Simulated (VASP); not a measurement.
Here is a VASP 6.6.1 calculation.

The input INCAR:

```
SYSTEM = ZnO
ALGO = Normal ; EDIFF = 1E-6
EDIFFG = -0.01 ; ENCUT = 600
GGA = PS ; IBRION = 2
ISIF = 4 ; ISMEAR = 0
LASPH = .TRUE. ; LCHARG = .FALSE.
LREAL = .FALSE. ; LWAVE = .FALSE.
NELM = 60 ; NSW = 60
PREC = Accurate ; SIGMA = 0.05
```

KPOINTS

```
k-points
0
G
  12 12 6
  0 0 0
```

Contents of POSCAR:

```
ZnO
1.0
    3.2514186453      0.0000000000      0.0000000000
   -1.6257093226      2.8158111452      0.0000000000
    0.0000000000      0.0000000000      5.2489033949
Zn O
2 2
Direct
    0.3333333333      0.6666666667      0.0015876069
    0.6666666667      0.3333333333      0.5015876069
    0.3333333333      0.6666666667      0.3805123931
    0.6666666667      0.3333333333      0.8805123931
```

Potentials or basis: VASP PAW PBE potentials, release 64 (Zn, O).

The run is started by

```sh
$ cat potpaw_PBE.64/Zn/POTCAR potpaw_PBE.64/O/POTCAR > POTCAR
$ mpirun -np 1 vasp_std > vasp.out
```

**Question.** Predict the band gap on the k mesh.

**Answer.** 0.66 eV, direct.

Final structure:
```xyz
4
Lattice="3.2514 0.0000 0.0000 -1.6257 2.8158 0.0000 0.0000 0.0000 5.2489" Properties=species:S:1:pos:R:3 pbc="T T T"
Zn    0.0000    1.8772    0.0083
Zn    1.6257    0.9386    2.6328
O     0.0000    1.8772    1.9973
O     1.6257    0.9386    4.6217
```

Caveat: the relaxation stopped at its first step, so nothing moved.
